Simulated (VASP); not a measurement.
# TiO2 (P4_2/mnm) in VASP: a series of runs

The runs below take TiO2 through single point, with PBE.

Program: VASP 6.6.1. These are calculated values, not measurements. Logs are shortened: lines on timing, memory, paths and dates and some standing lists are left out, and cuts for length are marked.

## (1) The cell of the first run

Symmetry: P4_2/mnm, No. 136, tetragonal system. Conventional cell: a = 4.625 Å, b = 4.625 Å, c = 2.959 Å, α = 90.00°, β = 90.00°, γ = 90.00°. Ti (site symmetry mmm) has 6 O at 1.95 to 1.99 Å within 2.6 Å. Within 2.6 Å of O (site symmetry m2m) lie 3 Ti at 1.95 to 1.99 Å and 1 O at 2.55 Å.

## (2) Single point, PBE

Input file INCAR:

```
SYSTEM = TiO2
PREC = Accurate
ENCUT = 520
EDIFF = 1E-7
ISMEAR = 0
SIGMA = 0.02
LREAL = .FALSE.
LASPH = .TRUE.
NELM = 80
ALGO = Normal
ISIF = 2
LWAVE = .FALSE.
LCHARG = .FALSE.
GGA = PE
NBANDS = 33
```

Input file KPOINTS:

```
Automatic mesh
0
G
  6 6 10
  0 0 0
```

Input file POSCAR:

```
TiO2
1.0
    4.6250023978      0.0000000000      0.0000000000
    0.0000000000      4.6250023978      0.0000000000
    0.0000000000      0.0000000000      2.9589085104
Ti O
2 4
Direct
    0.5000000000      0.5000000000      0.0000000000
    0.0000000000      0.0000000000      0.5000000000
    0.6952608470      0.6952608470      0.5000000000
    0.8047391530      0.1952608470      0.0000000000
    0.1952608470      0.8047391530      0.0000000000
    0.3047391530      0.3047391530      0.5000000000
```

Potentials or basis: VASP PAW PBE potentials, release 64 (Ti_sv, O).

The run is started by

```sh
> cat potpaw_PBE.64/Ti_sv/POTCAR potpaw_PBE.64/O/POTCAR > POTCAR
> mpirun -np 1 vasp_std > vasp.out
```

OUTCAR:

```text
SYSTEM = TiO2
   PREC = Accurate
   ENCUT = 520
   EDIFF = 1E-7
   ISMEAR = 0
   LREAL = .FALSE.
   LASPH = .TRUE.
   NELM = 80
   ISIF = 2
   GGA = PE

 ion  position               nearest neighbor table
   1  0.500  0.500  0.000-   3 1.95   6 1.95   3 1.95   6 1.95   5 1.99   4 1.99
   2  0.000  0.000  0.500-   4 1.95   5 1.95   4 1.95   5 1.95   3 1.99   6 1.99
   3  0.695  0.695  0.500-   1 1.95   1 1.95   2 1.99
   4  0.805  0.195  0.000-   2 1.95   2 1.95   1 1.99
   5  0.195  0.805  0.000-   2 1.95   2 1.95   1 1.99
   6  0.305  0.305  0.500-   1 1.95   1 1.95   2 1.99

  LATTYP: Found a simple tetragonal cell.
 ALAT       =     4.6250023978
 C/A-ratio  =     0.6397636706

  Lattice vectors:

 A1 = (   4.6250023978,   0.0000000000,   0.0000000000)
 A2 = (   0.0000000000,   4.6250023978,   0.0000000000)
 A3 = (   0.0000000000,   0.0000000000,   2.9589085104)

Analysis of symmetry for initial positions (statically):
=====================================================================
 Subroutine PRICEL returns:
 Original cell was already a primitive cell.

 Routine SETGRP: Setting up the symmetry group for a
 simple tetragonal supercell.

 Subroutine GETGRP returns: Found 16 space group operations
 (whereof  8 operations were pure point group operations)
 out of a pool of 16 trial point group operations.

The static configuration has the point symmetry D_2h.
 The point group associated with its full space group is D_4h.

Analysis of symmetry for dynamics (positions and initial velocities):
=====================================================================
 Subroutine PRICEL returns:
 Original cell was already a primitive cell.

 Routine SETGRP: Setting up the symmetry group for a
 simple tetragonal supercell.

 Subroutine GETGRP returns: Found 16 space group operations
 (whereof  8 operations were pure point group operations)
 out of a pool of 16 trial point group operations.

The dynamic configuration has the point symmetry D_2h.
 The point group associated with its full space group is D_4h.

 Subroutine INISYM returns: Found 16 space group operations
 (whereof  8 operations are pure point group operations),
 and found     1 'primitive' translations

----------------------------------------------------------------------------------------
[... 101 lines left out ...]
   EDIFF  = 0.1E-06   stopping-criterion for ELM
   LREAL  =      F    real-space projection
   EDIFFG = 0.1E-05   stopping-criterion for IOM
   NSW    =      0    number of steps for IOM
   IBRION =     -1    ionic relax: 0-MD 1-quasi-New 2-CG
   NFREE  =      0    steps in history (QN), initial steepest desc. (CG)
   ISIF   =      2    stress and relaxation
   ISYM   =      2    0-nonsym 1-usesym 2-fastsym
   POTIM  = 0.5000    time-step for ionic-motion
   TEBEG  =    0.0;   TEEND  =   0.0 temperature during run
   PSTRESS=    0.0 pullay stress
   NELECT =      48.0000    total number of electrons
   NUPDOWN=      -1.0000    fix difference up-down
   EMIN   =  10.00;   EMAX   =-10.00  energy-range for DOS
   EFERMI =   0.00;   METHOD = LEGACY
   ISMEAR =     0;   SIGMA  =   0.02  broadening in eV -4-tet -1-fermi 0-gaus
   EFERMI_NEDOS =   21; number of points for ismear=-14 and -15
   IALGO  =     38    algorithm
   IMIX   =      4    mixing-type and parameters
     AMIX     =   0.40;   BMIX     =  1.00
     AMIX_MAG =   1.60;   BMIX_MAG =  1.00
  volume/ion in A,a.u.               =      10.55        71.19
  Fermi-wavevector in a.u.,A,eV,Ry     =   1.492921  2.821211 30.324834  2.228812
  Thomas-Fermi vector in A             =   2.605387
   LORBIT       =      0    0 simple, 1 ext, 2 COOP (PROOUT), +10 PAW based schemes
   GGA     = PE    functional components
   LHFCALC =     F    Hartree Fock is set to
   AEXX    =    0.0000 exact exchange contribution
   IVDW    =     0    specifies the selected vdW correction
   LEPSILON=     F    determine dielectric tensor
   LRPA    =     F    only Hartree local field effects (RPA)
 non-spin polarized calculation
 Gauss-broadening in eV      SIGMA  =   0.02
  energy-cutoff  :      520.00
  volume of cell :       63.29
 maximum number of plane-waves:      1722
 NGX is ok and might be reduce to    36
   NGX = 17   NGY = 17   NGZ = 11

 number of electron      48.0000022 magnetization

 Free energy of the ion-electron system (eV)
  ---------------------------------------------------
  ext. energy  EPLUGINS =         0.00000000
  ---------------------------------------------------
  free energy    TOTEN  =       -53.66936878 eV

  energy without entropy =      -53.66936878  energy(sigma->0) =      -53.66936878

 E-fermi :   4.8738     XC(G=0): -11.3372

 val. band max:        4.6902273577   @ k =   0.0000   0.0000   0.0000
 cond. band min:       6.5285701839   @ k =   0.0000   0.0000   0.0000
 fundamental gap:      1.8383428262
 Fermi energy:         4.8738104089

 k-point     1 :       0.0000    0.0000    0.0000
  band No.  band energies     occupation
      1     -52.2560      2.00000
      2     -52.2403      2.00000
      3     -28.5510      2.00000
      4     -28.5510      2.00000
      5     -28.3952      2.00000
      6     -28.3952      2.00000
[... 853 lines left out ...]
     32       9.9270      0.00000
     33      11.0917      0.00000

 [... further k-points ...]

------------------------ aborting loop because EDIFF is reached ----------------------------------------

  FORCE on cell =-STRESS in cart. coord.  units (eV):
  Direction    XX          YY          ZZ          XY          YZ          ZX
  --------------------------------------------------------------------------------------
  -------------------------------------------------------------------------------------
  Total        1.0156939      1.0156939      1.1432269      0.0000000      0.0000000      0.0000000
  in kB       25.7109416     25.7109416     28.9392678      0.0000000      0.0000000      0.0000000
  external PRESSURE =      26.7870503 kB  Pullay stress =       0.0000000 kB

 VOLUME and BASIS-vectors are now :
 -----------------------------------------------------------------------------
  energy-cutoff  :      520.00
  volume of cell :       63.29
      direct lattice vectors                 reciprocal lattice vectors
     4.625002398  0.000000000  0.000000000     0.216216104  0.000000000  0.000000000
     0.000000000  4.625002398  0.000000000     0.000000000  0.216216104  0.000000000
     0.000000000  0.000000000  2.958908510     0.000000000  0.000000000  0.337962460

 POSITION                                       TOTAL-FORCE (eV/Angst)
 -----------------------------------------------------------------------------------
      2.31250      2.31250      0.00000        -0.000000      0.000000      0.000000
      0.00000      0.00000      1.47945        -0.000000      0.000000      0.000000
      3.21558      3.21558      1.47945         0.019258      0.019258      0.000000
      3.72192      0.90308      0.00000        -0.019258      0.019258      0.000000
      0.90308      3.72192      0.00000         0.019258     -0.019258      0.000000
      1.40942      1.40942      1.47945        -0.019258     -0.019258     -0.000000
 -----------------------------------------------------------------------------------
    total drift:                                0.000000      0.000000      0.000000

  FREE ENERGIE OF THE ION-ELECTRON SYSTEM (eV)
  ---------------------------------------------------
  free  energy   TOTEN  =       -53.6693687765 eV

  energy  without entropy=      -53.6693687765  energy(sigma->0) =      -53.66936878
```

OSZICAR:

```text
N       E                     dE             d eps       ncg     rms          rms(c)
DAV:   1     0.658349541178E+03    0.65835E+03   -0.24582E+04  3960   0.173E+03
DAV:   2     0.288897652619E+02   -0.62946E+03   -0.58270E+03  4287   0.517E+02
DAV:   3    -0.653632791381E+02   -0.94253E+02   -0.92689E+02  5471   0.190E+02
DAV:   4    -0.709924391567E+02   -0.56292E+01   -0.56180E+01  5784   0.437E+01
DAV:   5    -0.712404426134E+02   -0.24800E+00   -0.24798E+00  5308   0.708E+00    0.310E+01
DAV:   6    -0.540862247487E+02    0.17154E+02   -0.76274E+01  5156   0.881E+01    0.114E+01
DAV:   7    -0.539859336952E+02    0.10029E+00   -0.13770E+01  4947   0.335E+01    0.912E+00
DAV:   8    -0.538593833318E+02    0.12655E+00   -0.46000E-01  4892   0.513E+00    0.740E+00
DAV:   9    -0.538618824950E+02   -0.24992E-02   -0.15338E+00  5060   0.144E+01    0.393E+00
DAV:  10    -0.536775483608E+02    0.18433E+00   -0.77137E-01  4962   0.856E+00    0.846E-01
DAV:  11    -0.536711153170E+02    0.64330E-02   -0.32074E-02  4657   0.141E+00    0.501E-01
DAV:  12    -0.536701105547E+02    0.10048E-02   -0.73824E-03  4504   0.800E-01    0.220E-01
DAV:  13    -0.536694121041E+02    0.69845E-03   -0.14876E-03  5465   0.341E-01    0.646E-02
DAV:  14    -0.536694054918E+02    0.66123E-05   -0.98007E-05  5043   0.749E-02    0.519E-02
DAV:  15    -0.536693678714E+02    0.37620E-04   -0.12523E-04  5243   0.101E-01    0.446E-03
DAV:  16    -0.536693689270E+02   -0.10557E-05   -0.10226E-05  4573   0.243E-02    0.634E-03
DAV:  17    -0.536693687885E+02    0.13856E-06   -0.70033E-07  5048   0.912E-03    0.170E-03
DAV:  18    -0.536693687765E+02    0.12009E-07   -0.19873E-07  3091   0.342E-03
   1 F= -.53669369E+02 E0= -.53669369E+02  d E =-.801440E-41
```

It took 3.3 min on 1 thread of Intel Xeon 8259CL, shared host; peak memory 0.24 GiB.

What came out:

| Item | Value |
| --- | --- |
| Free energy | -53.6694 eV |
| Pressure | 2.7 GPa |
| Largest force | 0.027 eV/Å |
| Band gap on the k mesh | 1.84 eV |

Forces on the atoms (eV/Å):
```
Ti   0.000  0.000  0.000
Ti   0.000  0.000  0.000
O    0.019  0.019  0.000
O   -0.019  0.019  0.000
O    0.019 -0.019  0.000
O   -0.019 -0.019  0.000
```

Stress tensor (GPa, compression positive):
```
2.57 0.00 0.00
0.00 2.57 0.00
0.00 0.00 2.89
```

Levels at points of the mesh, in eV from the valence-band top:
| k point | band 22 | band 23 | band 24 | band 25 | band 26 | band 27 |
| --- | --- | --- | --- | --- | --- | --- |
| (0.00, 0.00, 0.00) | -0.44 | -0.44 | 0.00 | 1.84 | 2.12 | 2.39 |
| (0.50, 0.00, 0.00) | -1.59 | -0.72 | -0.72 | 2.49 | 2.49 | 2.97 |
| (0.50, 0.50, 0.00) | -1.27 | -1.06 | -1.06 | 1.87 | 1.87 | 2.49 |
| (0.00, 0.00, 0.50) | -2.29 | -1.41 | -1.41 | 2.91 | 2.91 | 3.16 |
| (0.50, 0.00, 0.50) | -2.01 | -1.01 | -1.01 | 1.89 | 1.89 | 3.18 |
| (0.50, 0.50, 0.50) | -1.24 | -0.67 | -0.67 | 2.55 | 2.55 | 3.17 |

A k mesh can miss the band edges.

## (3) Single point, PBE

Input file INCAR:

```
PREC = Accurate
ENCUT = 520
EDIFF = 1E-6
ISMEAR = 0
SIGMA = 0.02
LREAL = F
LASPH = T
NELM = 80
ALGO = Normal
ISIF = 2
LWAVE = F
LCHARG = T
GGA = PE
LELF = T
LVHAR = T
NBANDS = 33
```

Input file KPOINTS:

```
regular mesh
0
Gamma
  6 6 10
```

POSCAR is that of step 2.

Potentials or basis: VASP PAW PBE potentials, release 64 (Ti_sv, O).

The run is started by

```sh
> cat potpaw_PBE.64/Ti_sv/POTCAR potpaw_PBE.64/O/POTCAR > POTCAR
> mpirun -np 1 vasp_std > vasp.out
```

OUTCAR:

```text
PREC = Accurate
   ENCUT = 520
   EDIFF = 1E-6
   ISMEAR = 0
   LREAL = F
   LASPH = T
   NELM = 80
   ISIF = 2
   GGA = PE

 ion  position               nearest neighbor table
   1  0.500  0.500  0.000-   3 1.95   6 1.95   3 1.95   6 1.95   5 1.99   4 1.99
   2  0.000  0.000  0.500-   4 1.95   5 1.95   4 1.95   5 1.95   3 1.99   6 1.99
   3  0.695  0.695  0.500-   1 1.95   1 1.95   2 1.99
   4  0.805  0.195  0.000-   2 1.95   2 1.95   1 1.99
   5  0.195  0.805  0.000-   2 1.95   2 1.95   1 1.99
   6  0.305  0.305  0.500-   1 1.95   1 1.95   2 1.99

  LATTYP: Found a simple tetragonal cell.
 ALAT       =     4.6250023978
 C/A-ratio  =     0.6397636706

  Lattice vectors:

 A1 = (   4.6250023978,   0.0000000000,   0.0000000000)
 A2 = (   0.0000000000,   4.6250023978,   0.0000000000)
 A3 = (   0.0000000000,   0.0000000000,   2.9589085104)

Analysis of symmetry for initial positions (statically):
=====================================================================
 Subroutine PRICEL returns:
 Original cell was already a primitive cell.

 Routine SETGRP: Setting up the symmetry group for a
 simple tetragonal supercell.

 Subroutine GETGRP returns: Found 16 space group operations
 (whereof  8 operations were pure point group operations)
 out of a pool of 16 trial point group operations.

The static configuration has the point symmetry D_2h.
 The point group associated with its full space group is D_4h.

Analysis of symmetry for dynamics (positions and initial velocities):
=====================================================================
 Subroutine PRICEL returns:
 Original cell was already a primitive cell.

 Routine SETGRP: Setting up the symmetry group for a
 simple tetragonal supercell.

 Subroutine GETGRP returns: Found 16 space group operations
 (whereof  8 operations were pure point group operations)
 out of a pool of 16 trial point group operations.

The dynamic configuration has the point symmetry D_2h.
 The point group associated with its full space group is D_4h.
[... 130 lines left out ...]
  Thomas-Fermi vector in A             =   2.605387
   LORBIT       =      0    0 simple, 1 ext, 2 COOP (PROOUT), +10 PAW based schemes
   GGA     = PE    functional components
   LHFCALC =     F    Hartree Fock is set to
   AEXX    =    0.0000 exact exchange contribution
   IVDW    =     0    specifies the selected vdW correction
   LEPSILON=     F    determine dielectric tensor
   LRPA    =     F    only Hartree local field effects (RPA)
 non-spin polarized calculation
 Gauss-broadening in eV      SIGMA  =   0.02
  energy-cutoff  :      520.00
  volume of cell :       63.29
 maximum number of plane-waves:      1722
 NGX is ok and might be reduce to    36
   NGX = 17   NGY = 17   NGZ = 11

 number of electron      48.0000022 magnetization

 Free energy of the ion-electron system (eV)
  ---------------------------------------------------
  ext. energy  EPLUGINS =         0.00000000
  ---------------------------------------------------
  free energy    TOTEN  =       -53.66936874 eV

  energy without entropy =      -53.66936874  energy(sigma->0) =      -53.66936874

 E-fermi :   4.8741     XC(G=0): -11.3371

 val. band max:        4.6904546643   @ k =   0.0000   0.0000   0.0000
 cond. band min:       6.5287462670   @ k =   0.0000   0.0000   0.0000
 fundamental gap:      1.8382916027
 Fermi energy:         4.8740502907

 k-point     1 :       0.0000    0.0000    0.0000
  band No.  band energies     occupation
      1     -52.2558      2.00000
      2     -52.2401      2.00000
      3     -28.5508      2.00000
      4     -28.5508      2.00000
      5     -28.3950      2.00000
      6     -28.3950      2.00000
[... 853 lines left out ...]
     32       9.9272      0.00000
     33      11.0919      0.00000

 [... further k-points ...]

------------------------ aborting loop because EDIFF is reached ----------------------------------------

  FORCE on cell =-STRESS in cart. coord.  units (eV):
  Direction    XX          YY          ZZ          XY          YZ          ZX
  --------------------------------------------------------------------------------------
  -------------------------------------------------------------------------------------
  Total        1.0108788      1.0108788      1.1379516      0.0000000      0.0000000      0.0000000
  in kB       25.5890532     25.5890532     28.8057311      0.0000000      0.0000000      0.0000000
  external PRESSURE =      26.6612792 kB  Pullay stress =       0.0000000 kB

 VOLUME and BASIS-vectors are now :
 -----------------------------------------------------------------------------
  energy-cutoff  :      520.00
  volume of cell :       63.29
      direct lattice vectors                 reciprocal lattice vectors
     4.625002398  0.000000000  0.000000000     0.216216104  0.000000000  0.000000000
     0.000000000  4.625002398  0.000000000     0.000000000  0.216216104  0.000000000
     0.000000000  0.000000000  2.958908510     0.000000000  0.000000000  0.337962460

 POSITION                                       TOTAL-FORCE (eV/Angst)
 -----------------------------------------------------------------------------------
      2.31250      2.31250      0.00000        -0.000000      0.000000      0.000000
      0.00000      0.00000      1.47945        -0.000000      0.000000      0.000000
      3.21558      3.21558      1.47945         0.019267      0.019267     -0.000000
      3.72192      0.90308      0.00000        -0.019267      0.019267      0.000000
      0.90308      3.72192      0.00000         0.019267     -0.019267      0.000000
      1.40942      1.40942      1.47945        -0.019267     -0.019267      0.000000
 -----------------------------------------------------------------------------------
    total drift:                                0.000000      0.000000      0.000000

  FREE ENERGIE OF THE ION-ELECTRON SYSTEM (eV)
  ---------------------------------------------------
  free  energy   TOTEN  =       -53.6693687358 eV

  energy  without entropy=      -53.6693687358  energy(sigma->0) =      -53.66936874
```

It took 3.2 min on 1 thread of Intel Xeon 8259CL, shared host; peak memory 0.24 GiB.

What came out:

* Free energy: -53.6694 eV
* Pressure: 2.7 GPa
* Largest force: 0.027 eV/Å
* Band gap on the k mesh: 1.84 eV

Forces in eV/Å, atoms in the order of the input:
```
Ti   0.000  0.000  0.000
Ti   0.000  0.000  0.000
O    0.019  0.019  0.000
O   -0.019  0.019  0.000
O    0.019 -0.019  0.000
O   -0.019 -0.019  0.000
```

A k mesh can miss the band edges.

## (4) Single point, PBE

This run uses another cell than the first one, of 10.65 Å³/atom.

Input file INCAR:

```
PREC = Accurate
ENCUT = 520
EDIFF = 1E-6
ISMEAR = 0
SIGMA = 0.02
LREAL = False
LASPH = True
NELM = 100
ALGO = Normal
ISIF = 2
LWAVE = False
LCHARG = True
GGA = PE
LELF = True
LVHAR = True
NBANDS = 33
```

KPOINTS is that of step 3.

Input file POSCAR:

```
TiO2
1.0
    4.6433174585      0.0000000000      0.0000000000
    0.0000000000      4.6433174585      0.0000000000
    0.0000000000      0.0000000000      2.9638682881
Ti O
2 4
Direct
    0.5000000000      0.5000000000      0.0000000000
    0.0000000000      0.0000000000      0.5000000000
    0.6948714786      0.6948714786      0.5000000000
    0.8051285214      0.1948714786      0.0000000000
    0.1948714786      0.8051285214      0.0000000000
    0.3051285214      0.3051285214      0.5000000000
```

The run is started by

```sh
> cat potpaw_PBE.64/Ti_sv/POTCAR potpaw_PBE.64/O/POTCAR > POTCAR
> mpirun -np 1 vasp_std > vasp.out
```

Wall time 2.9 min (1 thread of Intel Xeon 8259CL, shared host); peak memory 0.24 GiB.

The run converged. Its results:

| Quantity | Value |
| --- | --- |
| Free energy | -53.6762 eV |
| Pressure | 0.7 GPa |
| Largest force | 0.029 eV/Å |
| Band gap on the k mesh | 1.84 eV |

Forces on the atoms (eV/Å):
```
Ti   0.000  0.000  0.000
Ti   0.000  0.000  0.000
O    0.020  0.020  0.000
O   -0.020  0.020  0.000
O    0.020 -0.020  0.000
O   -0.020 -0.020  0.000
```

Stress tensor (GPa, compression positive):
```
0.55 0.00 0.00
0.00 0.55 0.00
0.00 0.00 0.88
```

Levels at points of the mesh, in eV from the valence-band top:
```tsv
k point	band 20	band 21	band 22	band 23	band 24	band 25	band 26	band 27	band 28	band 29
(0.00, 0.00, 0.00)	-1.89	-0.67	-0.43	-0.43	0.00	1.84	2.12	2.39	2.47	2.47
(0.50, 0.00, 0.00)	-2.97	-1.55	-1.55	-0.71	-0.71	2.48	2.48	2.95	2.95	3.50
(0.50, 0.50, 0.00)	-2.11	-1.24	-1.24	-1.04	-1.04	1.87	1.87	2.48	2.48	3.75
(0.00, 0.00, 0.50)	-2.74	-2.23	-2.23	-1.40	-1.40	2.88	2.88	3.14	3.14	3.58
(0.50, 0.00, 0.50)	-2.32	-1.99	-1.99	-0.98	-0.98	1.88	1.88	3.16	3.16	3.81
(0.50, 0.50, 0.50)	-2.71	-1.21	-1.21	-0.67	-0.67	2.53	2.53	3.15	3.15	3.18
```

A k mesh can miss the band edges.
